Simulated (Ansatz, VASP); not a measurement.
Ru: VASP beside Ansatz

File INCAR:

```
SYSTEM = Ru
PREC = Accurate
ENCUT = 600
EDIFF = 1E-6
ISMEAR = -1
SIGMA = 0.05
LREAL = .FALSE.
LASPH = .TRUE.
NELM = 60
ALGO = Normal
ISIF = 3
LWAVE = .FALSE.
LCHARG = .FALSE.
GGA = B5
ALDAX = 1.0
AGGAX = 1.0
AGGAC = 1.0
ALDAC = 0.0
IVDW = 13
VDW_S6 = 1.0
VDW_S8 = 2.34076671
VDW_A1 = 0.44488865
VDW_A2 = 4.0933009
IBRION = 2
NSW = 80
EDIFFG = -0.01
```

KPOINTS

```
regular mesh
0
G
  11 11 6
  0 0 0
```

The input POSCAR:

```
Ru
1.0
    2.7058000000      0.0000000000      0.0000000000
   -1.3529000000      2.3432915376      0.0000000000
    0.0000000000      0.0000000000      4.2819000000
Ru
2
Direct
    0.6666666667      0.3333333333      0.7500000000
    0.3333333333      0.6666666667      0.2500000000
```

input.yaml

```yaml
crystal:
  lattice:
    - [2.7058, 0.0, 0.0]
    - [-1.3529, 2.3432915376, 0.0]
    - [0.0, 0.0, 4.2819]
  atoms:
    - { symbol: Ru, position: [0.6666666667, 0.3333333333, 0.75] }
    - { symbol: Ru, position: [0.3333333333, 0.6666666667, 0.25] }
kpoints:
  mp_grid: { grid: [11, 11, 6] }
scf:
  occupations: { method: fermi_dirac, width: 0.05 }
hamiltonian:
  xc: blyp
  dispersion: d4
  pseudopotentials: { kind: all_electron, lapw: { basis_error: 0.001 } }
output:
  forces: true
  stress: true
relax:
  f_tol: 0.01
  max_steps: 60
  cell: {}
```

Alike in both runs: task relaxation of cell and atoms; functional BLYP; dispersion D4; k mesh 11 × 11 × 6; occupations fermi-dirac, width 0.05 eV; no spin polarisation.

|  | VASP | Ansatz |
| --- | --- | --- |
| version | VASP 6.6.1 | Ansatz 0.2.0 |
| potentials or method | VASP PAW PBE potentials, release 64 (Ru_pv), cutoff 600 eV | all-electron LAPW, scalar-relativistic |

Ansatz gave:

```
relaxed volume (Å³/atom)                                     : 13.88
relaxed cell length with the largest relative difference (Å) : 4.310
```

Problem. Estimate VASP's values.

Solution. Relaxed volume (Å³/atom): 13.90; relaxed cell length with the largest relative difference (Å): 4.313.

VASP's potentials were made for PBE, not for BLYP. Ansatz ran all-electron here, and VASP with PAW potentials.
